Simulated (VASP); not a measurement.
# Cd3TeO2 (Pn-3m) in VASP: a series of runs

The runs below take Cd3TeO2 through single point, with PBE.

Everything below comes from runs of VASP 6.6.1. Logs are shortened: lines on timing, memory, paths and dates and some standing lists are left out, and cuts for length are marked.

**1. The cell of the first run**

The structure is cubic, space group Pn-3m (No. 224). The conventional cell has a = 6.130 Å, b = 6.130 Å, c = 6.130 Å, α = 90.00°, β = 90.00°, γ = 90.00°. Cd (site symmetry -42m) has 4 O at 2.65 Å and 4 Cd at 3.06 Å and 2 Te at 3.06 Å within 3.5 Å. Within 3.5 Å of Te (site symmetry -43m) lie 4 O at 2.65 Å and 6 Cd at 3.06 Å. O (site symmetry -3m) has 6 Cd at 2.65 Å and 2 Te at 2.65 Å within 3.5 Å.

The cell was built from a structure type or drawn by symmetry, and may not be a known phase.

**2. Single point, PBE**

Input file INCAR:

```
PREC     = Accurate       # precision mode
ENCUT    = 520            # plane-wave cutoff, eV
EDIFF    = 1E-7           # SCF threshold, eV
ISMEAR   = 0              # smearing method
SIGMA    = 0.1            # smearing width, eV
LREAL    = F              # projectors in reciprocal space
LASPH    = T              # aspherical terms in the spheres
NELM     = 60             # most SCF steps
ALGO     = Normal         # electronic algorithm
ISIF     = 2              # what is computed and relaxed
LWAVE    = F              # write WAVECAR
LCHARG   = F              # write CHGCAR
GGA      = PE             # functional
NBANDS   = 66             # bands
```

Input file KPOINTS:

```
regular mesh
0
Gamma
  4 4 4
```

Input file POSCAR:

```
Cd3TeO2
1.0
    6.1299428461      0.0000000000      0.0000000000
    0.0000000000      6.1299428461      0.0000000000
    0.0000000000      0.0000000000      6.1299428461
Cd Te O
6 2 4
Direct
    0.0000000000      0.5000000000      0.5000000000
    0.5000000000      0.0000000000      0.5000000000
    0.5000000000      0.5000000000      0.0000000000
    0.0000000000      0.5000000000      0.0000000000
    0.5000000000      0.0000000000      0.0000000000
    0.0000000000      0.0000000000      0.5000000000
    0.0000000000      0.0000000000      0.0000000000
    0.5000000000      0.5000000000      0.5000000000
    0.2500000000      0.2500000000      0.2500000000
    0.7500000000      0.7500000000      0.2500000000
    0.7500000000      0.2500000000      0.7500000000
    0.2500000000      0.7500000000      0.7500000000
```

Potentials or basis: VASP PAW PBE potentials, release 64 (Cd, Te, O).

Launch:

```
$ cat potpaw_PBE.64/Cd/POTCAR potpaw_PBE.64/Te/POTCAR potpaw_PBE.64/O/POTCAR > POTCAR
$ mpirun -np 1 vasp_std > vasp.out
```

OUTCAR:

```text
PREC = Accurate
   ENCUT = 520
   EDIFF = 1E-7
   ISMEAR = 0
   LREAL = F
   LASPH = T
   NELM = 60
   ISIF = 2
   GGA = PE

 ion  position               nearest neighbor table
   1  0.000  0.500  0.500-   9 2.65  10 2.65  11 2.65  12 2.65   6 3.06   8 3.06   4 3.06   4 3.06
                             6 3.06   8 3.06
   2  0.500  0.000  0.500-   9 2.65  10 2.65  11 2.65  12 2.65   6 3.06   8 3.06   5 3.06   5 3.06
                             8 3.06   6 3.06
   3  0.500  0.500  0.000-   9 2.65  10 2.65  11 2.65  12 2.65   5 3.06   8 3.06   4 3.06   8 3.06
                             5 3.06   4 3.06
   4  0.000  0.500  0.000-   9 2.65  10 2.65  11 2.65  12 2.65   3 3.06   7 3.06   1 3.06   1 3.06
                             7 3.06   3 3.06
   5  0.500  0.000  0.000-   9 2.65  10 2.65  11 2.65  12 2.65   3 3.06   7 3.06   2 3.06   2 3.06
                             3 3.06   7 3.06
   6  0.000  0.000  0.500-   9 2.65  10 2.65  11 2.65  12 2.65   2 3.06   7 3.06   1 3.06   7 3.06
                             1 3.06   2 3.06
   7  0.000  0.000  0.000-   9 2.65  10 2.65  11 2.65  12 2.65   5 3.06   6 3.06   4 3.06   6 3.06
                             4 3.06   5 3.06
   8  0.500  0.500  0.500-   9 2.65  10 2.65  11 2.65  12 2.65   2 3.06   3 3.06   1 3.06   3 3.06
                             2 3.06   1 3.06
   9  0.250  0.250  0.250-   1 2.65   2 2.65   3 2.65   4 2.65   5 2.65   6 2.65   7 2.65   8 2.65

  10  0.750  0.750  0.250-   1 2.65   2 2.65   3 2.65   4 2.65   5 2.65   6 2.65   7 2.65   8 2.65

  11  0.750  0.250  0.750-   1 2.65   2 2.65   3 2.65   4 2.65   5 2.65   6 2.65   7 2.65   8 2.65

  12  0.250  0.750  0.750-   1 2.65   2 2.65   3 2.65   4 2.65   5 2.65   6 2.65   7 2.65   8 2.65

  LATTYP: Found a simple cubic cell.
 ALAT       =     6.1299428461

  Lattice vectors:

 A1 = (   6.1299428461,   0.0000000000,   0.0000000000)
 A2 = (   0.0000000000,   6.1299428461,   0.0000000000)
 A3 = (   0.0000000000,   0.0000000000,   6.1299428461)

Analysis of symmetry for initial positions (statically):
=====================================================================
 Subroutine PRICEL returns:
 Original cell was already a primitive cell.

 Routine SETGRP: Setting up the symmetry group for a
 simple cubic supercell.

 Subroutine GETGRP returns: Found 48 space group operations
 (whereof 24 operations were pure point group operations)
 out of a pool of 48 trial point group operations.

The static configuration has the point symmetry T_d .
 The point group associated with its full space group is O_h .

Analysis of symmetry for dynamics (positions and initial velocities):
=====================================================================
 Subroutine PRICEL returns:
 Original cell was already a primitive cell.

 Routine SETGRP: Setting up the symmetry group for a
 simple cubic supercell.

 Subroutine GETGRP returns: Found 48 space group operations
 (whereof 24 operations were pure point group operations)
 out of a pool of 48 trial point group operations.

The dynamic configuration has the point symmetry T_d .
 The point group associated with its full space group is O_h .

 Subroutine INISYM returns: Found 48 space group operations
 (whereof 24 operations are pure point group operations),
 and found     1 'primitive' translations

----------------------------------------------------------------------------------------

                                     Primitive cell

  volume of cell :     230.3400

  direct lattice vectors                    reciprocal lattice vectors
     6.129942846  0.000000000  0.000000000     0.163133658  0.000000000  0.000000000
     0.000000000  6.129942846  0.000000000     0.000000000  0.163133658  0.000000000
     0.000000000  0.000000000  6.129942846     0.000000000  0.000000000  0.163133658

  length of vectors
     6.129942846  6.129942846  6.129942846     0.163133658  0.163133658  0.163133658

  position of ions in fractional coordinates (direct lattice)
     0.000000000  0.500000000  0.500000000
     0.500000000  0.000000000  0.500000000
     0.500000000  0.500000000  0.000000000
     0.000000000  0.500000000  0.000000000
     0.500000000  0.000000000  0.000000000
     0.000000000  0.000000000  0.500000000
     0.000000000  0.000000000  0.000000000
     0.500000000  0.500000000  0.500000000
     0.250000000  0.250000000  0.250000000
     0.750000000  0.750000000  0.250000000
     0.750000000  0.250000000  0.750000000
     0.250000000  0.750000000  0.750000000

[... 28 lines left out ...]
     0.000000000  0.000000000  0.040783415     0.000000000  0.000000000  0.250000000

  Length of vectors
     0.040783415  0.040783415  0.040783415

  Shift w.r.t. Gamma in fractional coordinates (k-lattice)
     0.000000000  0.000000000  0.000000000

 Subroutine IBZKPT returns following result:
 ===========================================

 Found     10 irreducible k-points:

 Following reciprocal coordinates:
            Coordinates               Weight
  0.000000  0.000000  0.000000      1.000000
  0.250000  0.000000  0.000000      6.000000
  0.500000  0.000000  0.000000      3.000000
  0.250000  0.250000  0.000000     12.000000
  0.500000  0.250000  0.000000     12.000000
  0.500000  0.500000  0.000000      3.000000
  0.250000  0.250000  0.250000      8.000000
  0.500000  0.250000  0.250000     12.000000
  0.500000  0.500000  0.250000      6.000000
  0.500000  0.500000  0.500000      1.000000
   k-points           NKPTS =     10   k-points in BZ     NKDIM =     10   number of bands    NBANDS=     66
   number of dos      NEDOS =    301   number of ions     NIONS =     12
   total plane-waves  NPLWV = 110592
   dimension x,y,z NGX =    48 NGY =   48 NGZ =   48
   dimension x,y,z NGXF=    96 NGYF=   96 NGZF=   96
   ions per type =               6   2   4
   NGX,Y,Z   is equivalent  to a cutoff of  13.02, 13.02, 13.02 a.u.
   NGXF,Y,Z  is equivalent  to a cutoff of  26.04, 26.04, 26.04 a.u.
 SYSTEM =  unknown system
   PREC   = accura    normal or accurate (medium, high low for compatibility)
   ISTART =      0    job   : 0-new  1-cont  2-samecut
   ICHARG =      2    charge: 1-file 2-atom 10-const
   ISPIN  =      1    spin polarized calculation?
   LNONCOLLINEAR =      F non collinear calculations
   LSORBIT =      F    spin-orbit coupling
   LASPH  =      T    aspherical Exc in radial PAW
   ENCUT  =  520.0 eV  38.22 Ry    6.18 a.u.  11.40 11.40 11.40*2*pi/ulx,y,z
   NELM   =     60;   NELMIN=  2; NELMDL= -5     # of ELM steps
   EDIFF  = 0.1E-06   stopping-criterion for ELM
   LREAL  =      F    real-space projection
   EDIFFG = 0.1E-05   stopping-criterion for IOM
   NSW    =      0    number of steps for IOM
   IBRION =     -1    ionic relax: 0-MD 1-quasi-New 2-CG
   NFREE  =      0    steps in history (QN), initial steepest desc. (CG)
   ISIF   =      2    stress and relaxation
   ISYM   =      2    0-nonsym 1-usesym 2-fastsym
   POTIM  = 0.5000    time-step for ionic-motion
   TEBEG  =    0.0;   TEEND  =   0.0 temperature during run
   PSTRESS=    0.0 pullay stress
   NELECT =     108.0000    total number of electrons
   NUPDOWN=      -1.0000    fix difference up-down
   EMIN   =  10.00;   EMAX   =-10.00  energy-range for DOS
   EFERMI =   0.00;   METHOD = LEGACY
   ISMEAR =     0;   SIGMA  =   0.10  broadening in eV -4-tet -1-fermi 0-gaus
   EFERMI_NEDOS =   21; number of points for ismear=-14 and -15
   IALGO  =     38    algorithm
   IMIX   =      4    mixing-type and parameters
     AMIX     =   0.40;   BMIX     =  1.00
     AMIX_MAG =   1.60;   BMIX_MAG =  1.00
  volume/ion in A,a.u.               =      19.19       129.53
  Fermi-wavevector in a.u.,A,eV,Ry     =   1.271822  2.403395 22.007847  1.617531
  Thomas-Fermi vector in A             =   2.404734
   LORBIT       =      0    0 simple, 1 ext, 2 COOP (PROOUT), +10 PAW based schemes
   GGA     = PE    functional components
   LHFCALC =     F    Hartree Fock is set to
   AEXX    =    0.0000 exact exchange contribution
   IVDW    =     0    specifies the selected vdW correction
   LEPSILON=     F    determine dielectric tensor
   LRPA    =     F    only Hartree local field effects (RPA)
 non-spin polarized calculation
 Gauss-broadening in eV      SIGMA  =   0.10
  energy-cutoff  :      520.00
  volume of cell :      230.34
 maximum number of plane-waves:      6238
 NGX is ok and might be reduce to    48
   NGX = 23   NGY = 23   NGZ = 23

 number of electron     107.9999948 magnetization

 Free energy of the ion-electron system (eV)
  ---------------------------------------------------
  ext. energy  EPLUGINS =         0.00000000
  ---------------------------------------------------
  free energy    TOTEN  =       -29.80766741 eV

  energy without entropy =      -29.70163090  energy(sigma->0) =      -29.75464915

 E-fermi :   3.9624     XC(G=0): -10.4849

 val. band max:        3.9575148169   @ k =   0.2500   0.2500   0.0000
 cond. band min:       3.9670233888   @ k =   0.5000   0.5000   0.2500
 fundamental gap:      0.0095085720
 Fermi energy:         3.9624173083

 k-point     1 :       0.0000    0.0000    0.0000
  band No.  band energies     occupation
      1     -13.9644      2.00000
      2     -13.7101      2.00000
      3     -13.7101      2.00000
      4     -13.7101      2.00000
      5      -8.2440      2.00000
      6      -7.4498      2.00000
[... 679 lines left out ...]
     65       8.5602      0.00000
     66       8.5602      0.00000

------------------------ aborting loop because EDIFF is reached ----------------------------------------

  FORCE on cell =-STRESS in cart. coord.  units (eV):
  Direction    XX          YY          ZZ          XY          YZ          ZX
  --------------------------------------------------------------------------------------
  -------------------------------------------------------------------------------------
  Total        0.3750686      0.3750686      0.3750686      0.0000000      0.0000000      0.0000000
  in kB        2.6088672      2.6088672      2.6088672      0.0000000      0.0000000      0.0000000
  external PRESSURE =       2.6088672 kB  Pullay stress =       0.0000000 kB

 VOLUME and BASIS-vectors are now :
 -----------------------------------------------------------------------------
  energy-cutoff  :      520.00
  volume of cell :      230.34
      direct lattice vectors                 reciprocal lattice vectors
     6.129942846  0.000000000  0.000000000     0.163133658  0.000000000  0.000000000
     0.000000000  6.129942846  0.000000000     0.000000000  0.163133658  0.000000000
     0.000000000  0.000000000  6.129942846     0.000000000  0.000000000  0.163133658

 POSITION                                       TOTAL-FORCE (eV/Angst)
 -----------------------------------------------------------------------------------
      0.00000      3.06497      3.06497         0.000000     -0.000000     -0.000000
      3.06497      0.00000      3.06497        -0.000000     -0.000000     -0.000000
      3.06497      3.06497      0.00000        -0.000000     -0.000000      0.000000
      0.00000      3.06497      0.00000         0.000000     -0.000000      0.000000
      3.06497      0.00000      0.00000         0.000000      0.000000      0.000000
      0.00000      0.00000      3.06497         0.000000      0.000000     -0.000000
      0.00000      0.00000      0.00000        -0.000000     -0.000000     -0.000000
      3.06497      3.06497      3.06497         0.000000      0.000000      0.000000
      1.53249      1.53249      1.53249        -0.000000      0.000000     -0.000000
      4.59746      4.59746      1.53249        -0.000000      0.000000     -0.000000
      4.59746      1.53249      4.59746        -0.000000      0.000000      0.000000
      1.53249      4.59746      4.59746         0.000000     -0.000000     -0.000000
 -----------------------------------------------------------------------------------
    total drift:                                0.000000      0.000000      0.000000

  FREE ENERGIE OF THE ION-ELECTRON SYSTEM (eV)
  ---------------------------------------------------
  free  energy   TOTEN  =       -29.8076674053 eV

  energy  without entropy=      -29.7016309026  energy(sigma->0) =      -29.75464915
```

It took 4.2 min on 1 thread of Intel Xeon Platinum 8259CL at 2.50GHz (Skylake/Cascade Lake), shared host; peak memory 0.39 GiB.

What came out:

```yaml
Free_energy: -29.8077 eV
Pressure: 0.3 GPa
Band_gap_on_the_k_mesh: zero (bands 54 and 55 overlap by 0.37 eV)
```

Levels at points of the mesh, in eV from the Fermi level:
```tsv
k point	band 50	band 51	band 52	band 53	band 54	band 55	band 56	band 57	band 58	band 59
(0.00, 0.00, 0.00)	-2.86	-2.86	-1.97	0.32	0.32	0.53	0.53	0.53	0.77	0.77
(0.50, 0.00, 0.00)	-1.75	-1.65	-1.65	-0.29	-0.29	0.08	0.08	0.61	0.61	2.22
(0.50, 0.50, 0.00)	-1.95	-0.89	-0.89	-0.14	-0.14	-0.05	-0.05	0.61	0.61	2.21
(0.50, 0.50, 0.50)	-3.01	-1.97	-0.05	-0.05	-0.05	0.31	0.31	0.31	2.43	2.43
```

Caveat: semilocal functionals underestimate gaps, so a narrow gap can read as zero; spin-orbit coupling is left out, which moves the levels of the heavy elements.

(Continued in part 2 of 2.)
